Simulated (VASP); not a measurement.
# CuO (Pm-3m) in VASP: notebook, part 2 of 2

VASP 6.6.1. Earlier steps stand in the parts before.

## Step 3: Single point, LDA, collinear spin, ferromagnetic start

File INCAR:

```
  PREC = Accurate
  ENCUT = 600
  EDIFF = 1E-6
  ISMEAR = 0
  SIGMA = 0.05
  LREAL = False
  LASPH = True
  NELM = 200
  ALGO = Normal
  ISIF = 2
  LWAVE = False
  LCHARG = True
  ISPIN = 2
  MAGMOM = 0.52 0.56
  LORBIT = 11
  LMAXMIX = 4
  GGA = CA
  LELF = True
  LVHAR = True
  NBANDS = 20
  GGA_COMPAT = False
```

File KPOINTS:

```
Automatic mesh
0
Gamma
  7 7 7
```

File POSCAR:

```
CuO
1.0
    2.5525506100      0.0000000000      0.0000000000
    0.0000000000      2.5525506100      0.0000000000
    0.0000000000      0.0000000000      2.5525506100
Cu O
1 1
Direct
    0.0000000000      0.0000000000      0.0000000000
    0.5000000000      0.5000000000      0.5000000000
```

Potentials or basis: VASP PAW LDA potentials, release 64 (Cu, O).

On the command line:

```bash
$ cat potpaw_LDA.64/Cu/POTCAR potpaw_LDA.64/O/POTCAR > POTCAR
$ mpirun -np 1 vasp_std > vasp.out
```

Run time: 10 s. Hardware: 1 thread of Intel Xeon Platinum 8488C (Sapphire Rapids), shared host; peak memory 0.13 GiB.

Results (log left out):

- Free energy: -10.4817 eV
- Pressure: 1.2 GPa
- Net moment: 0.00 μB per cell
- Valence electrons inside the program's atomic spheres: Cu 9.87; O 4.88

Levels at points of the mesh, in eV from the Fermi level:
Spin up:
```csv
k point,band 6,band 7,band 8,band 9,band 10,band 11,band 12,band 13
"(0.00, 0.00, 0.00)",-2.10,-1.82,-1.82,-1.82,1.29,16.05,16.05,20.72
```
Spin down:
```tsv
k point	band 5	band 6	band 7	band 8	band 9	band 10	band 11	band 12	band 13	band 14
(0.00, 0.00, 0.00)	-2.10	-2.10	-1.82	-1.82	-1.82	1.29	16.05	16.05	20.72	20.72
```

Caveat: semilocal functionals often make such compounds metallic where correlation or magnetic order opens a gap, which also shifts bond lengths. With open d or f shells a metallic result of LDA can be an artefact of self-interaction; +U or a hybrid may open a gap.

## Step 4: Single point, LDA, collinear spin, ferromagnetic start

File INCAR:

```
ALGO     = Normal         # electronic algorithm
EDIFF    = 1E-6           # SCF threshold, eV
ENCUT    = 600            # plane-wave cutoff, eV
GGA_COMPAT= F            
ISIF     = 2              # what is computed and relaxed
ISMEAR   = 0              # smearing method
ISPIN    = 2              # spin polarisation
LASPH    = T              # aspherical terms in the spheres
LCHARG   = T              # write CHGCAR
LELF     = T              # ELF
LMAXMIX  = 4              # l up to which the mixer works
LORBIT   = 11             # projections on sites
LREAL    = F              # projectors in reciprocal space
LVHAR    = T            
LWAVE    = F              # write WAVECAR
MAGMOM   = 0.52 0.56      # initial moments
NBANDS   = 20             # bands
NELM     = 200            # most SCF steps
PREC     = Accurate       # precision mode
SIGMA    = 0.05           # smearing width, eV
```

File KPOINTS:

```
k-points
0
Gamma
  7 7 7
```

POSCAR is that of step 3.

Potentials or basis: VASP PAW LDA potentials, release 64 (Cu, O).

On the command line:

```bash
$ cat potpaw_LDA.64/Cu/POTCAR potpaw_LDA.64/O/POTCAR > POTCAR
$ mpirun -np 1 vasp_std > vasp.out
```

OUTCAR:

```text
EDIFF = 1E-6
   ENCUT = 600
   ISIF = 2
   ISMEAR = 0
   ISPIN = 2
   LASPH = T
   LORBIT = 11
   LREAL = F
   NELM = 200
   PREC = Accurate

 ion  position               nearest neighbor table
   1  0.000  0.000  0.000-   2 2.21   2 2.21   2 2.21   2 2.21   2 2.21   2 2.21   2 2.21   2 2.21

   2  0.500  0.500  0.500-   1 2.21   1 2.21   1 2.21   1 2.21   1 2.21   1 2.21   1 2.21   1 2.21

  LATTYP: Found a simple cubic cell.
 ALAT       =     2.5525506100

  Lattice vectors:

 A1 = (   2.5525506100,   0.0000000000,   0.0000000000)
 A2 = (   0.0000000000,   2.5525506100,   0.0000000000)
 A3 = (   0.0000000000,   0.0000000000,   2.5525506100)

Analysis of symmetry for initial positions (statically):
=====================================================================
 Subroutine PRICEL returns:
 Original cell was already a primitive cell.

 Routine SETGRP: Setting up the symmetry group for a
 simple cubic supercell.

 Subroutine GETGRP returns: Found 48 space group operations
[... 653 lines left out ...]
      4       5.3433      1.00000
      5       5.3433      1.00000
      6       5.3433      1.00000
[... 449 lines left out ...]
     19      50.5523      0.00000
     20      52.7067      0.00000

------------------------ aborting loop because EDIFF is reached ----------------------------------------

  FORCE on cell =-STRESS in cart. coord.  units (eV):
  Direction    XX          YY          ZZ          XY          YZ          ZX
  --------------------------------------------------------------------------------------
  -------------------------------------------------------------------------------------
  Total        0.1198734      0.1198734      0.1198734      0.0000000     -0.0000000      0.0000000
  in kB       11.5480900     11.5480900     11.5480900      0.0000000     -0.0000000      0.0000000
  external PRESSURE =      11.5480900 kB  Pullay stress =       0.0000000 kB

 VOLUME and BASIS-vectors are now :
 -----------------------------------------------------------------------------
  energy-cutoff  :      600.00
  volume of cell :       16.63
      direct lattice vectors                 reciprocal lattice vectors
     2.552550610  0.000000000  0.000000000     0.391765004  0.000000000  0.000000000
     0.000000000  2.552550610  0.000000000     0.000000000  0.391765004  0.000000000
     0.000000000  0.000000000  2.552550610     0.000000000  0.000000000  0.391765004

 POSITION                                       TOTAL-FORCE (eV/Angst)
 -----------------------------------------------------------------------------------
      0.00000      0.00000      0.00000         0.000000      0.000000      0.000000
      1.27628      1.27628      1.27628         0.000000      0.000000      0.000000
 -----------------------------------------------------------------------------------
    total drift:                               -0.000000      0.000000      0.000000

  FREE ENERGIE OF THE ION-ELECTRON SYSTEM (eV)
  ---------------------------------------------------
  free  energy   TOTEN  =       -10.4816611808 eV

  energy  without entropy=      -10.4813826673  energy(sigma->0) =      -10.48152192

 total charge

# of ion       s       p       d       tot
------------------------------------------
    1        0.319   0.361   9.187   9.867
    2        1.585   3.294   0.000   4.879
--------------------------------------------------
tot          1.904   3.655   9.187  14.746

 magnetization (x)

# of ion       s       p       d       tot
------------------------------------------
    1        0.000   0.000  -0.000   0.000
    2       -0.000  -0.000   0.000  -0.000
--------------------------------------------------
tot          0.000  -0.000  -0.000  -0.000
```

stdout:

```text
POSCAR found type information on POSCAR CuO
 POSCAR found :  2 types and       2 ions
 scaLAPACK will be used
 LDA part: xc-table for (Slater(with rela. corr.)+CA(PZ))
 , standard interpolation
 POSCAR, INCAR and KPOINTS ok, starting setup
 FFT: planning ... GRIDC
 FFT: planning ... GRID_SOFT
 FFT: planning ... GRID
 WAVECAR not read
 entering main loop
```

Run time: 10 s. Hardware: 1 thread of Intel Xeon Platinum 8488C (Sapphire Rapids), shared host; peak memory 0.13 GiB.

Results:

| Item | Value |
| --- | --- |
| Free energy | -10.4817 eV |
| Pressure | 1.2 GPa |
| Net moment | 0.00 μB per cell |
| Valence electrons inside the program's atomic spheres | Cu 9.87; O 4.88 |

Levels at points of the mesh, in eV from the Fermi level:
Spin up:
```tsv
k point	band 5	band 6	band 7	band 8	band 9	band 10	band 11	band 12	band 13	band 14
(0.00, 0.00, 0.00)	-2.10	-2.10	-1.82	-1.82	-1.82	1.29	16.05	16.05	20.72	20.72
```
Spin down:
```
           k point  band 6  band 7  band 8  band 9  band 10  band 11  band 12  band 13
(0.00, 0.00, 0.00)   -2.10   -1.82   -1.82   -1.82     1.29    16.05    16.05    20.72
```

Caveat: semilocal functionals often make such compounds metallic where correlation or magnetic order opens a gap, which also shifts bond lengths.
